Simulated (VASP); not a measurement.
A run of VASP 6.6.1:

File POSCAR:

```
CuS
1.0
    0.0000000000      2.4291783728      2.4291783728
    2.4291783728      0.0000000000      2.4291783728
    2.4291783728      2.4291783728      0.0000000000
Cu S
1 1
Direct
    0.0000000000      0.0000000000      0.0000000000
    0.5000000000      0.5000000000      0.5000000000
```

Contents of INCAR.step1:

```
PREC = Accurate ; ENCUT = 520
ISMEAR = 0 ; SIGMA = 0.1
LREAL = F ; LASPH = T
NELM = 80 ; NBANDS = 16
GGA = PE ; ALGO = Normal
EDIFF = 1E-4 ; LWAVE = T
LCHARG = F
```

Contents of INCAR.step2:

```
PREC = Accurate ; ENCUT = 520
EDIFF = 1E-7 ; ISMEAR = 0
SIGMA = 0.1 ; LREAL = F
LASPH = T ; NELM = 80
ALGO = Normal ; ISIF = 2
LWAVE = F ; LCHARG = F
METAGGA = R2SCAN ; LMIXTAU = T
NBANDS = 16 ; ISTART = 1
```

The input KPOINTS:

```
Automatic mesh
0
Gamma
  14 14 14
```

Potentials or basis: VASP PAW PBE potentials, release 64 (Cu, S).

Launch:

```bash
$ cat potpaw_PBE.64/Cu/POTCAR potpaw_PBE.64/S/POTCAR > POTCAR
$ cp INCAR.step1 INCAR
$ mpirun -np 1 vasp_std > vasp.out
$ cp INCAR.step2 INCAR
$ mpirun -np 1 vasp_std > vasp.out
```

Hardware: 1 thread of Intel(R) Xeon(R) 6975P-C (Granite Rapids), with other jobs on the host.

Problem. How long does it take, and how much memory?

Solution. It took 120 s on 1 thread of Intel(R) Xeon(R) 6975P-C (Granite Rapids), on a shared host, peak memory 0.19 GiB. Counts: k points 104.
